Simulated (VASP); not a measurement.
# Rh (Fm-3m) in VASP: a series of runs

The runs below take Rh through single point, with LDA.

Program: VASP 6.6.1. These are calculated values, not measurements. Logs are shortened: lines on timing, memory, paths and dates and some standing lists are left out, and cuts for length are marked.

## (1) The cell of the first run

It takes space group Fm-3m (No. 225, cubic). The conventional cell has a = 3.686 Å, b = 3.686 Å, c = 3.686 Å, α = 90.00°, β = 90.00°, γ = 90.00°. Within 3.4 Å of Rh (site symmetry m-3m) lie 12 Rh at 2.61 Å.

## (2) Single point, LDA (12.52 Å³/atom)

INCAR reads:

```
SYSTEM = Rh
PREC = Accurate ; ENCUT = 520
EDIFF = 1E-7 ; ISMEAR = 0
SIGMA = 0.15 ; LREAL = .False.
LASPH = .True. ; NELM = 80
ALGO = Fast ; ISIF = 2
LWAVE = .False. ; LCHARG = .False.
NBANDS = 14
```

KPOINTS reads:

```
regular mesh
0
Gamma
  22 22 22
  0 0 0
```

POSCAR reads:

```
Rh
1.0
    0.0000000000      1.8430467010      1.8430467010
    1.8430467010      0.0000000000      1.8430467010
    1.8430467010      1.8430467010      0.0000000000
Rh
1
Direct
    0.0000000000      0.0000000000      0.0000000000
```

Potentials or basis: VASP PAW LDA potentials, release 64 (Rh_pv).

Started as:

```sh
$ cat potpaw_LDA.64/Rh_pv/POTCAR > POTCAR
$ mpirun -np 1 vasp_std > vasp.out
```

OUTCAR:

```text
SYSTEM = Rh
   PREC = Accurate
   ENCUT = 520
   EDIFF = 1E-7
   ISMEAR = 0
   LREAL = .False.
   LASPH = .True.
   NELM = 80
   ISIF = 2

 ion  position               nearest neighbor table
   1  0.000  0.000  0.000-

  LATTYP: Found a face centered cubic cell.
 ALAT       =     3.6860934020

  Lattice vectors:

 A1 = (   0.0000000000,   1.8430467010,   1.8430467010)
 A2 = (   1.8430467010,   0.0000000000,   1.8430467010)
 A3 = (   1.8430467010,   1.8430467010,   0.0000000000)

Analysis of symmetry for initial positions (statically):
=====================================================================
 Subroutine PRICEL returns:
 Original cell was already a primitive cell.

 Routine SETGRP: Setting up the symmetry group for a
 face centered cubic supercell.

 Subroutine GETGRP returns: Found 48 space group operations
 (whereof 48 operations were pure point group operations)
 out of a pool of 48 trial point group operations.

The static configuration has the point symmetry O_h .

Analysis of symmetry for dynamics (positions and initial velocities):
=====================================================================
 Subroutine PRICEL returns:
 Original cell was already a primitive cell.

 Routine SETGRP: Setting up the symmetry group for a
 face centered cubic supercell.

 Subroutine GETGRP returns: Found 48 space group operations
 (whereof 48 operations were pure point group operations)
 out of a pool of 48 trial point group operations.

The dynamic configuration has the point symmetry O_h .

 Subroutine INISYM returns: Found 48 space group operations
 (whereof 48 operations are pure point group operations),
 and found     1 'primitive' translations

----------------------------------------------------------------------------------------

                                     Primitive cell

  volume of cell :      12.5210

  direct lattice vectors                    reciprocal lattice vectors
     0.000000000  1.843046701  1.843046701    -0.271289924  0.271289924  0.271289924
     1.843046701  0.000000000  1.843046701     0.271289924 -0.271289924  0.271289924
     1.843046701  1.843046701  0.000000000     0.271289924  0.271289924 -0.271289924

  length of vectors
     2.606461641  2.606461641  2.606461641     0.469887932  0.469887932  0.469887932

  position of ions in fractional coordinates (direct lattice)
     0.000000000  0.000000000  0.000000000

  ion indices of the primitive-cell ions
   primitive index   ion index
                 1           1

----------------------------------------------------------------------------------------

 KPOINTS: regular mesh

Automatic generation of k-mesh.
 Grid dimensions read from file:
 generate k-points for:   22   22   22

 Generating k-lattice:

  Cartesian coordinates                     Fractional coordinates (reciprocal lattice)
    -0.012331360  0.012331360  0.012331360     0.045454545  0.000000000  0.000000000
     0.012331360 -0.012331360  0.012331360     0.000000000  0.045454545  0.000000000
     0.012331360  0.012331360 -0.012331360     0.000000000  0.000000000  0.045454545

  Length of vectors
     0.021358542  0.021358542  0.021358542

  Shift w.r.t. Gamma in fractional coordinates (k-lattice)
     0.000000000  0.000000000  0.000000000

 Subroutine IBZKPT returns following result:
 ===========================================

 Found    328 irreducible k-points:

 Following reciprocal coordinates:
            Coordinates               Weight
  0.000000  0.000000  0.000000      1.000000
  0.045455  0.000000  0.000000      8.000000
  0.090909  0.000000  0.000000      8.000000
  0.136364  0.000000  0.000000      8.000000
  0.181818  0.000000  0.000000      8.000000
  0.227273  0.000000  0.000000      8.000000
[... 16 lines left out ...]
  0.500000  0.045455  0.000000     24.000000
 -0.454545  0.045455  0.000000     24.000000
 [... further k-points ...]
   k-points           NKPTS =    328   k-points in BZ     NKDIM =    328   number of bands    NBANDS=     14
   number of dos      NEDOS =    301   number of ions     NIONS =      1
   total plane-waves  NPLWV =   8000
   dimension x,y,z NGX =    20 NGY =   20 NGZ =   20
   dimension x,y,z NGXF=    40 NGYF=   40 NGZF=   40
   ions per type =               1
   NGX,Y,Z   is equivalent  to a cutoff of  12.76, 12.76, 12.76 a.u.
   NGXF,Y,Z  is equivalent  to a cutoff of  25.51, 25.51, 25.51 a.u.
 SYSTEM =  Rh
   PREC   = accura    normal or accurate (medium, high low for compatibility)
   ISTART =      0    job   : 0-new  1-cont  2-samecut
   ICHARG =      2    charge: 1-file 2-atom 10-const
   ISPIN  =      1    spin polarized calculation?
   LNONCOLLINEAR =      F non collinear calculations
   LSORBIT =      F    spin-orbit coupling
   LASPH  =      T    aspherical Exc in radial PAW
   ENCUT  =  520.0 eV  38.22 Ry    6.18 a.u.   4.85  4.85  4.85*2*pi/ulx,y,z
   NELM   =     80;   NELMIN=  2; NELMDL= -5     # of ELM steps
   EDIFF  = 0.1E-06   stopping-criterion for ELM
   LREAL  =      F    real-space projection
   EDIFFG = 0.1E-05   stopping-criterion for IOM
   NSW    =      0    number of steps for IOM
   IBRION =     -1    ionic relax: 0-MD 1-quasi-New 2-CG
   NFREE  =      0    steps in history (QN), initial steepest desc. (CG)
   ISIF   =      2    stress and relaxation
   ISYM   =      2    0-nonsym 1-usesym 2-fastsym
   POTIM  = 0.5000    time-step for ionic-motion
   TEBEG  =    0.0;   TEEND  =   0.0 temperature during run
   PSTRESS=    0.0 pullay stress
   NELECT =      15.0000    total number of electrons
   NUPDOWN=      -1.0000    fix difference up-down
   EMIN   =  10.00;   EMAX   =-10.00  energy-range for DOS
   EFERMI =   0.00;   METHOD = LEGACY
   ISMEAR =     0;   SIGMA  =   0.15  broadening in eV -4-tet -1-fermi 0-gaus
   EFERMI_NEDOS =   21; number of points for ismear=-14 and -15
   IALGO  =     68    algorithm
   IMIX   =      4    mixing-type and parameters
     AMIX     =   0.40;   BMIX     =  1.00
     AMIX_MAG =   1.60;   BMIX_MAG =  1.00
  volume/ion in A,a.u.               =      12.52        84.50
  Fermi-wavevector in a.u.,A,eV,Ry     =   1.738704  3.285674 41.131644  3.023091
  Thomas-Fermi vector in A             =   2.811685
   LORBIT       =      0    0 simple, 1 ext, 2 COOP (PROOUT), +10 PAW based schemes
   GGA     = CA    functional components
   LHFCALC =     F    Hartree Fock is set to
   AEXX    =    0.0000 exact exchange contribution
   IVDW    =     0    specifies the selected vdW correction
   LEPSILON=     F    determine dielectric tensor
   LRPA    =     F    only Hartree local field effects (RPA)
 non-spin polarized calculation
 RMM-DIIS sequential band-by-band and
 Gauss-broadening in eV      SIGMA  =   0.15
  energy-cutoff  :      520.00
  volume of cell :       12.52
 maximum number of plane-waves:       349
   NGX =  9   NGY =  9   NGZ =  9

 number of electron      14.9999996 magnetization

 Free energy of the ion-electron system (eV)
  ---------------------------------------------------
  ext. energy  EPLUGINS =         0.00000000
  ---------------------------------------------------
  free energy    TOTEN  =        -8.64412350 eV

  energy without entropy =       -8.63120602  energy(sigma->0) =       -8.63766476

 E-fermi :  13.5298     XC(G=0): -14.9553

 val. band max:       13.5184119551   @ k =   0.3182   0.1818   0.0000
 cond. band min:      13.5303205572   @ k =   0.3182   0.1818   0.0455
 fundamental gap:      0.0119086020
 Fermi energy:        13.5297869276

 k-point     1 :       0.0000    0.0000    0.0000
  band No.  band energies     occupation
      1     -32.7974      2.00000
      2     -32.7974      2.00000
      3     -32.7974      2.00000
      4       4.7989      2.00000
      5       9.9381      2.00000
      6       9.9381      2.00000
      7       9.9381      2.00000
      8      12.3979      2.00000
      9      12.3979      2.00000
     10      29.3518      0.00000
     11      33.6213      0.00000
     12      35.3059      0.00000
     13      35.3059      0.00000
     14      35.3059      0.00000

 k-point     2 :       0.0455    0.0000    0.0000
  band No.  band energies     occupation
      1     -32.8192      2.00000
      2     -32.8002      2.00000
      3     -32.8002      2.00000
      4       4.8911      2.00000
      5       9.8935      2.00000
      6       9.9761      2.00000
      7       9.9761      2.00000
      8      12.3745      2.00000
      9      12.3745      2.00000
     10      29.4988      0.00000
     11      33.6210      0.00000
     12      34.8198      0.00000
     13      35.4499      0.00000
     14      35.4499      0.00000

 k-point     3 :       0.0909    0.0000    0.0000
  band No.  band energies     occupation
      1     -32.8825      2.00000
      2     -32.8086      2.00000
      3     -32.8086      2.00000
      4       5.1586      2.00000
      5       9.7751      2.00000
      6      10.0808      2.00000
      7      10.0808      2.00000
      8      12.3167      2.00000
      9      12.3167      2.00000
     10      29.9131      0.00000
     11      33.6079      0.00000
     12      33.7306      0.00000
     13      35.8734      0.00000
     14      35.8734      0.00000
[... 324 lines left out ...]
 k-point    23 :       0.5000    0.0455    0.0000
  band No.  band energies     occupation
      1     -33.8149      2.00000
      2     -32.9498      2.00000
      3     -32.9414      2.00000
      4       6.6035      2.00000
      5       9.7817      2.00000
      6       9.9171      2.00000
      7      13.1969      1.99830
      8      14.2253      0.00000
      9      15.1514      0.00000
     10      23.1643      0.00000
     11      29.0604      0.00000
     12      33.6234      0.00000
     13      35.3584      0.00000
     14      35.3985      0.00000

 k-point    24 :      -0.4545    0.0455    0.0000
  band No.  band energies     occupation
      1     -33.8083      2.00000
      2     -32.9527      2.00000
      3     -32.9367      2.00000
      4       6.6129      2.00000
      5       9.8002      2.00000
      6       9.9160      2.00000
      7      13.1710      1.99928
      8      14.1087      0.00000
      9      15.1184      0.00000
     10      23.3034      0.00000
     11      29.0981      0.00000
     12      33.6234      0.00000
     13      35.2252      0.00000
     14      35.6794      0.00000

 [... further k-points ...]

------------------------ aborting loop because EDIFF is reached ----------------------------------------

  FORCE on cell =-STRESS in cart. coord.  units (eV):
  Direction    XX          YY          ZZ          XY          YZ          ZX
  --------------------------------------------------------------------------------------
  -------------------------------------------------------------------------------------
  Total        1.6512503      1.6512503      1.6512503     -0.0000000     -0.0000000      0.0000000
  in kB      211.2926980    211.2926980    211.2926980     -0.0000000     -0.0000000      0.0000000
  external PRESSURE =     211.2926980 kB  Pullay stress =       0.0000000 kB

 VOLUME and BASIS-vectors are now :
 -----------------------------------------------------------------------------
  energy-cutoff  :      520.00
  volume of cell :       12.52
      direct lattice vectors                 reciprocal lattice vectors
     0.000000000  1.843046701  1.843046701    -0.271289924  0.271289924  0.271289924
     1.843046701  0.000000000  1.843046701     0.271289924 -0.271289924  0.271289924
     1.843046701  1.843046701  0.000000000     0.271289924  0.271289924 -0.271289924

 POSITION                                       TOTAL-FORCE (eV/Angst)
 -----------------------------------------------------------------------------------
      0.00000      0.00000      0.00000         0.000000      0.000000      0.000000
 -----------------------------------------------------------------------------------
    total drift:                                0.000000     -0.000000      0.000000

  FREE ENERGIE OF THE ION-ELECTRON SYSTEM (eV)
  ---------------------------------------------------
  free  energy   TOTEN  =        -8.6441234967 eV

  energy  without entropy=       -8.6312060150  energy(sigma->0) =       -8.63766476
```

Wall time 34 s (1 thread of Intel Xeon Platinum 8559C (Emerald Rapids), shared host); peak memory 0.16 GiB.

Results:

```yaml
Free_energy: -8.6441 eV
Pressure: 21.1 GPa
Band_gap_on_the_k_mesh: zero (an odd number of electrons rules out a gap without spin polarisation)
```

Caveat: the cell stands under pressure.

(Part 1 of 3 ends here.)
